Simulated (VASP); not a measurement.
A run of VASP 6.6.1 is set up as follows.

Contents of INCAR:

```
PREC = Accurate
ENCUT = 520
EDIFF = 1E-8
ISMEAR = -1
SIGMA = 0.01
LREAL = False
LASPH = True
NELM = 80
ALGO = Normal
ISIF = 2
LWAVE = False
LCHARG = False
GGA = PS
LEFG = True
NBANDS = 17
```

Contents of KPOINTS:

```
Automatic mesh
0
Gamma
  9 9 9
```

POSCAR

```
PbSe
1.0
    0.0000000000      3.0927715000      3.0621500000
    3.0927715000      0.0000000000      3.0621500000
    3.0927715000      3.0927715000      0.0000000000
Pb Se
1 1
Direct
    0.0000000000      0.0000000000      0.0000000000
    0.5000000000      0.5000000000      0.5000000000
```

Potentials or basis: VASP PAW PBE potentials, release 64 (Pb_d, Se).

Command:

```bash
$ cat potpaw_PBE.64/Pb_d/POTCAR potpaw_PBE.64/Se/POTCAR > POTCAR
$ mpirun -np 1 vasp_std > vasp.out
```

Question: What does it give for the band gap on the k mesh?

Answer: 0.67 eV, direct.

Question: Predict the pressure.

Answer: -1.5 GPa.

Stress tensor (GPa, compression positive):
```
-1.91  0.00  0.00
 0.00 -1.91  0.00
 0.00  0.00 -0.80
```

Caveat: the cell differs from its parent crystal (equal xx and yy strain of +1 %); without QUAD_EFG the Cq values of the log hold for a quadrupole moment of 1 mb, not for the nuclei; the PAW data sets were made with another functional, which shifts forces and pressure a little; spin-orbit coupling is left out, which moves the levels of the heavy elements. A k mesh can miss the band edges.
